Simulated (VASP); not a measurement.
The system is WS2.

```xyz
6
Lattice="3.1800 0.0000 0.0000 -1.5900 2.7540 0.0000 0.0000 0.0000 12.5000" Properties=species:S:1:pos:R:3 pbc="T T T"
W     1.5900    0.9180    9.3750
W     0.0000    1.8360    3.1250
S     1.5900    0.9180    4.6875
S     0.0000    1.8360   10.9375
S     1.5900    0.9180    1.5625
S     0.0000    1.8360    7.8125
```

| Item | Value |
| --- | --- |
| Program | VASP 6.6.1 |
| Task | relaxation of cell and atoms |
| Functional | PBE |
| Dispersion | D4 |
| Potentials or basis | VASP PAW PBE potentials, release 64 (W_sv, S) |
| Cutoff | 600 eV |
| k mesh | 10 × 10 × 3 |
| Occupations | fermi-dirac, width 0.05 eV |
| Spin | no spin polarisation |

At the start: pressure -1.3 GPa; volume 18.24 Å³/atom.

How do energy, volume and symmetry change on relaxing?

Over 10 steps the energy falls by 4.3 meV/atom and the volume is 17.54 Å³/atom (-3.8 %); space group P6_3/mmc (No. 194, to 0.1 Å) before and after.

The path:
| step | energy change (eV) | largest force (eV/Å) | pressure (GPa) | volume (Å³) |
| --- | --- | --- | --- | --- |
| 1 | 0.0000 | 0.1300 | -1.33 | 109.47 |
| 2 | -0.0077 | 0.2620 | 1.51 | 107.09 |
| 3 | -0.0106 | 0.2158 | 0.51 | 107.90 |
| 4 | -0.0117 | 0.0969 | -0.75 | 107.87 |
| 5 | -0.0138 | 0.0390 | -0.20 | 107.88 |
| 6 | -0.0163 | 0.0329 | -0.19 | 107.57 |
| 7 | -0.0221 | 0.0150 | -0.13 | 106.64 |
| 8 | -0.0258 | 0.0214 | 0.09 | 104.77 |
| 9 | -0.0260 | 0.0078 | 0.02 | 105.33 |
| 10 | -0.0260 | 0.0093 | 0.02 | 105.26 |

Final structure:
```yaml
crystal:
  lattice:
    - [3.15486, 0.00000, 0.00000]
    - [-1.57743, 2.73219, 0.00000]
    - [0.00000, 0.00000, 12.21166]
  atoms:
    - { symbol: W, position: [0.66667, 0.33333, 0.75000] }
    - { symbol: W, position: [0.33333, 0.66667, 0.25000] }
    - { symbol: S, position: [0.66667, 0.33333, 0.37902] }
    - { symbol: S, position: [0.33333, 0.66667, 0.87902] }
    - { symbol: S, position: [0.66667, 0.33333, 0.12098] }
    - { symbol: S, position: [0.33333, 0.66667, 0.62098] }
```
